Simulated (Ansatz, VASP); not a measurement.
## Cu3O2 in VASP and in Ansatz

```xyz
5
Lattice="-2.0740 2.0740 3.4750 2.0740 -2.0740 3.4750 2.0740 2.0740 -3.4750" Properties=species:S:1:pos:R:3 pbc="T T T"
Cu    2.0740    0.0000    1.7375
Cu    0.0000    2.0740    1.7375
Cu    0.0000    0.0000    0.0000
O     2.0740    0.0000    0.0000
O     0.0000    2.0740    0.0000
```

Alike in both runs: task single point; functional PBE; k mesh 14 × 14 × 14; occupations gaussian, width 0.15 eV; no spin polarisation.

|  | VASP | Ansatz |
| --- | --- | --- |
| version | VASP 6.6.1 | Ansatz 0.2.0 |
| potentials or method | VASP PAW PBE potentials, release 64 (Cu, O), cutoff 520 eV | scalar-relativistic, plane waves, PAW |
| valence electrons in the cell | 45 | 69 |

VASP gave:

| Property | Result |
| --- | --- |
| gap on the k mesh at the Fermi level (eV) | none |
| pressure (GPa) | 11.8 |
| traceless stress, the component that is largest in VASP (GPa) | 21.13 |

Q: What did Ansatz give for the same quantities?

A: gap on the k mesh at the Fermi level (eV): none; pressure (GPa): 10.8; traceless stress, the component that is largest in VASP (GPa): 19.75.

A gap of «none» marks a metal or a gap that the smearing closes. The functional is the same, so the differences come from potentials, cutoffs and numerics. VASP's potentials hold 45 valence electrons a cell and Ansatz's 69, so a difference there can come from the potentials and not from the codes.
